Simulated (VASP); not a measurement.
# Zn7S8 (a cell with a defect) in VASP: notebook, part 2 of 2

VASP 6.6.1.

## (4) Single point, r2SCAN

File POSCAR:

```
Zn7S8
1.0
    0.0000000000      5.3884039933     -5.3884039933
    5.3884039933      5.3884039933      0.0000000000
    5.3884039933      0.0000000000     -5.3884039933
Zn S
7 8
Direct
   -0.0252267648     -0.3204774553      0.4747734214
    0.4518431623      0.0271305752      0.5090142653
    0.5300976882      0.4652558537      0.5152873659
    0.0090142647      0.0271305752      0.9518431629
    0.0152874580      0.4652559465      1.0300975960
    0.4906128054      0.0001599732      0.9906128061
    0.4999943403      0.5055846784      0.9999943409
    0.1209598428      0.0961328253      0.1409319904
    0.1205436713      0.6439300031      0.1333647219
    0.6166890055      0.1304726782      0.1166890049
    0.6357028917      0.6128076150      0.1357028910
    0.0977757979      0.1631959113      0.5977757985
    0.1624091291      0.6100246017      0.6624091298
    0.6409319910      0.0961328253      0.6209598434
    0.6333647225      0.6439300031      0.6205436720
```

File INCAR.step1:

```
SYSTEM = Zn7S8
PREC = Accurate
ENCUT = 520
ISMEAR = 0
SIGMA = 0.02
LREAL = Auto
LASPH = .TRUE.
NELM = 60
NELECT = 134.0
NBANDS = 79
GGA = PE
ALGO = Normal
EDIFF = 1E-4
LWAVE = .TRUE.
LCHARG = .FALSE.
```

File INCAR.step2:

```
SYSTEM = Zn7S8
PREC = Accurate
ENCUT = 520
EDIFF = 1E-7
ISMEAR = 0
SIGMA = 0.02
LREAL = Auto
LASPH = .TRUE.
NELM = 60
ALGO = Normal
ISIF = 2
LWAVE = .FALSE.
LCHARG = .FALSE.
METAGGA = R2SCAN
LMIXTAU = .TRUE.
NELECT = 134.0
NBANDS = 79
ISTART = 1
```

File KPOINTS:

```
Automatic mesh
0
G
  2 2 2
  0 0 0
```

Started as:

```bash
cat potpaw_PBE.64/Zn/POTCAR potpaw_PBE.64/S/POTCAR > POTCAR
cp INCAR.step1 INCAR
mpirun -np 1 vasp_std > vasp.out
cp INCAR.step2 INCAR
mpirun -np 1 vasp_std > vasp.out
```

Wall time 19 min (1 thread of Intel Xeon Platinum 8259CL at 2.50GHz (Skylake/Cascade Lake), shared host); peak memory 0.57 GiB.

Results (log left out):

```yaml
Free_energy: -132.9513 eV
Largest_force: 0.864 eV/Å
```

Forces on the atoms (eV/Å):
```
Zn  -0.596 -0.596 -0.189
Zn   0.062  0.103 -0.013
Zn  -0.024 -0.073  0.036
Zn   0.103  0.062 -0.013
Zn  -0.073 -0.024  0.036
Zn   0.026  0.026  0.061
Zn   0.021  0.021 -0.055
S    0.062  0.071 -0.016
S   -0.039  0.033  0.048
S    0.015  0.015 -0.042
S    0.033  0.033  0.025
S    0.107  0.107  0.003
S    0.201  0.201  0.088
S    0.071  0.062 -0.016
S    0.033 -0.039  0.048
```

Levels at points of the mesh, in eV from the Fermi level:
```tsv
k point	band 64	band 65	band 66	band 67	band 68	band 69	band 70	band 71
(0.00, 0.00, 0.00)	-1.20	-0.76	-0.74	-0.13	1.16	2.13	2.51	2.57
(0.50, 0.00, 0.00)	-1.55	-1.46	-1.00	-0.32	2.37	2.83	3.32	3.47
(0.00, 0.50, 0.00)	-1.57	-1.51	-0.86	-0.44	2.19	3.05	3.23	3.62
(0.50, 0.50, 0.50)	-1.28	-1.01	-0.98	-0.65	2.51	3.09	3.31	3.70
(0.50, 0.50, 0.00)	-1.84	-1.26	-1.21	-0.64	3.04	3.82	3.94	3.95
(0.50, 0.00, 0.50)	-1.85	-1.53	-1.22	-0.50	3.00	3.58	3.92	3.94
```

Caveat: the k points lie up to 0.50 Å⁻¹ apart; the cell carries a net charge on a neutralising background, which shifts energy and pressure; the cell is charged against a uniform background, so pressure and absolute levels hang on convention; the PAW data sets were made with another functional, which shifts forces and pressure a little.

## (5) Single point, r2SCAN

File POSCAR:

```
Zn7S8
1.0
    0.0000000000      5.3884039933     -5.3884039933
    5.3884039933      5.3884039933      0.0000000000
    5.3884039933      0.0000000000     -5.3884039933
Zn S
7 8
Direct
    0.0009412806     -0.4371607999      0.5009412812
    0.4639289302      0.0260953893      0.5067525567
    0.5138551236      0.4695668705      0.5177820749
    0.0067526488      0.0260952965      0.9639290236
    0.0177821671      0.4695667777      1.0138552170
    0.4891929045      0.0000447257      0.9891929051
    0.5003173488      0.5019122552      1.0003173494
    0.1216542043      0.1031431572      0.1392466120
    0.1222139247      0.6400687484      0.1249086002
    0.6187441595      0.1262758882      0.1187441589
    0.6335452955      0.6130024779      0.1335452948
    0.1007001332      0.1710645678      0.6007001338
    0.1462167649      0.6304458619      0.6462167655
    0.6392466126      0.1031431572      0.6216542049
    0.6249086008      0.6400687484      0.6222139253
```

File INCAR.step1:

```
SYSTEM = Zn7S8
PREC     = Accurate       ! precision mode
ENCUT    = 520            ! plane-wave cutoff, eV
ISMEAR   = 0              ! smearing method
SIGMA    = 0.02           ! smearing width, eV
LREAL    = Auto         
LASPH    = .True.         ! aspherical terms in the spheres
NELM     = 100            ! most SCF steps
NBANDS   = 79             ! bands
NELECT   = 134.0        
GGA      = PE             ! functional
ALGO     = Normal         ! electronic algorithm
EDIFF    = 1E-4           ! SCF threshold, eV
LWAVE    = .True.         ! write WAVECAR
LCHARG   = .False.        ! write CHGCAR
```

File INCAR.step2:

```
SYSTEM = Zn7S8
PREC     = Accurate       ! precision mode
ENCUT    = 520            ! plane-wave cutoff, eV
EDIFF    = 1E-6           ! SCF threshold, eV
ISMEAR   = 0              ! smearing method
SIGMA    = 0.02           ! smearing width, eV
LREAL    = Auto         
LASPH    = .True.         ! aspherical terms in the spheres
NELM     = 100            ! most SCF steps
ALGO     = Normal         ! electronic algorithm
ISIF     = 2              ! what is computed and relaxed
LWAVE    = .False.        ! write WAVECAR
LCHARG   = .True.         ! write CHGCAR
METAGGA  = R2SCAN         ! meta-GGA
LMIXTAU  = .True.       
LELF     = .True.         ! ELF
LVHAR    = .True.       
NBANDS   = 79             ! bands
NELECT   = 134.0        
ISTART   = 1
```

File KPOINTS:

```
Automatic mesh
0
Gamma
  2 2 2
  0 0 0
```

Potentials or basis: VASP PAW PBE potentials, release 64 (Zn, S).

Started as:

```bash
cat potpaw_PBE.64/Zn/POTCAR potpaw_PBE.64/S/POTCAR > POTCAR
cp INCAR.step1 INCAR
mpirun -np 1 vasp_std > vasp.out
cp INCAR.step2 INCAR
mpirun -np 1 vasp_std > vasp.out
```

OUTCAR:

```text
SYSTEM = Zn7S8
   PREC = Accurate
   ENCUT = 520
   EDIFF = 1E-6
   ISMEAR = 0
   LREAL = Auto
   LASPH = .True.
   NELM = 100
   ISIF = 2
   METAGGA = R2SCAN
   NELECT = 134.0
   ISTART = 1

 ion  position               nearest neighbor table
   1  0.001  0.563  0.501-  13 2.25  15 2.37   9 2.37  12 2.47
   2  0.464  0.026  0.507-  12 2.27  14 2.32  15 2.41  10 2.42
[... 717 lines left out ...]
 -----------------------------------------------------------------------------
  energy-cutoff  :      520.00
  volume of cell :      312.90
      direct lattice vectors                 reciprocal lattice vectors
     0.000000000  5.388403993 -5.388403993    -0.092791855  0.092791855 -0.092791855
     5.388403993  5.388403993  0.000000000     0.092791855  0.092791855  0.092791855
     5.388403993  0.000000000 -5.388403993     0.092791855 -0.092791855 -0.092791855

 POSITION                                       TOTAL-FORCE (eV/Angst)
 -----------------------------------------------------------------------------------
      5.73208      3.03788     -2.70435        -0.553995     -0.553995     -0.341125
      2.87120      2.64045     -5.23042         0.015578      0.105897     -0.060721
      5.32024      5.29908     -5.55888         0.089297     -0.043297      0.089729
      5.33465      0.17700     -5.23042         0.105897      0.015578     -0.060721
      2.60487      2.62603     -0.17048        -0.043297      0.089297      0.089729
      5.33041      2.63621     -7.96614         0.018647      0.018647      0.023773
      2.70622      5.40042     -2.69762         0.017574      0.017574      0.001961
      1.30609      1.21130     -1.40584         0.081615      0.075787     -0.003306
      4.12201      4.10749     -1.33160        -0.045006      0.020894      0.043786
      1.32027      4.01447     -3.97388         0.018487      0.018487     -0.034552
      4.02270      6.71690     -4.13339         0.025257      0.025257      0.027975
      4.15858      1.46438     -3.77943         0.099197      0.099197     -0.032311
      6.87917      4.18497     -4.26995         0.074067      0.074067      0.215303
      3.90550      4.00030     -6.79424         0.075787      0.081615     -0.003306
      6.80169      6.81621     -6.72000         0.020894     -0.045006      0.043786
 -----------------------------------------------------------------------------------
    total drift:                                0.004406      0.001983      0.038695

  FREE ENERGIE OF THE ION-ELECTRON SYSTEM (eV)
  ---------------------------------------------------
  free  energy   TOTEN  =      -133.8757789638 eV

  energy  without entropy=     -133.8757789638  energy(sigma->0) =     -133.87577896
```

Run time: 17 min. Hardware: 1 thread of Intel Xeon Platinum 8259CL at 2.50GHz (Skylake/Cascade Lake), shared host; peak memory 0.58 GiB.

Results:

```yaml
Free_energy: -133.8758 eV
Largest_force: 0.855 eV/Å
```

Forces in eV/Å, atoms in the order of the input:
```
Zn  -0.554 -0.554 -0.341
Zn   0.016  0.106 -0.061
Zn   0.089 -0.043  0.090
Zn   0.106  0.016 -0.061
Zn  -0.043  0.089  0.090
Zn   0.019  0.019  0.024
Zn   0.018  0.018  0.002
S    0.082  0.076 -0.003
S   -0.045  0.021  0.044
S    0.018  0.018 -0.035
S    0.025  0.025  0.028
S    0.099  0.099 -0.032
S    0.074  0.074  0.215
S    0.076  0.082 -0.003
S    0.021 -0.045  0.044
```

Caveat: the k points lie up to 0.50 Å⁻¹ apart; the cell carries a net charge on a neutralising background, which shifts energy and pressure; the cell is charged against a uniform background, so pressure and absolute levels hang on convention; the PAW data sets were made with another functional, which shifts forces and pressure a little.
